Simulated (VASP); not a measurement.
Input of a VASP 6.6.1 run:

The input POSCAR:

```
CuO
1.0
    0.0000000000      2.2473768655      2.2473768655
    2.2473768655      0.0000000000      2.2473768655
    2.2473768655      2.2473768655      0.0000000000
Cu O
1 1
Direct
    0.0000000000      0.0000000000      0.0000000000
    0.7500000000      0.7500000000      0.7500000000
```

INCAR.step1

```
SYSTEM = CuO
PREC = Accurate
ENCUT = 520
ISMEAR = 0
SIGMA = 0.1
LREAL = .FALSE.
LASPH = .TRUE.
NELM = 150
ISPIN = 2
MAGMOM = 1 0
LMAXMIX = 4
NBANDS = 20
GGA = PE
ALGO = Normal
EDIFF = 1E-4
LWAVE = .TRUE.
LCHARG = .FALSE.
```

File INCAR.step2:

```
SYSTEM = CuO
PREC = Accurate
ENCUT = 520
EDIFF = 1E-6
ISMEAR = 0
SIGMA = 0.1
LREAL = .FALSE.
LASPH = .TRUE.
NELM = 150
ALGO = Normal
ISIF = 2
LWAVE = .FALSE.
LCHARG = .FALSE.
ISPIN = 2
MAGMOM = 1 0
LORBIT = 11
LMAXMIX = 4
METAGGA = R2SCAN
LMIXTAU = .TRUE.
NBANDS = 20
ISTART = 1
```

File KPOINTS:

```
regular mesh
0
G
  8 8 8
  0 0 0
```

Potentials or basis: VASP PAW PBE potentials, release 64 (Cu, O).

Launch:

```bash
$ cat potpaw_PBE.64/Cu/POTCAR potpaw_PBE.64/O/POTCAR > POTCAR
$ cp INCAR.step1 INCAR
$ mpirun -np 1 vasp_std > vasp.out
$ cp INCAR.step2 INCAR
$ mpirun -np 1 vasp_std > vasp.out
```

(1) What does it give for the pressure?

(2) Estimate the net moment.

## Answers

(1) -2.6 GPa.

(2) 0.00 μB per cell.

Caveat: the PAW data sets were made with another functional, which shifts forces and pressure a little.
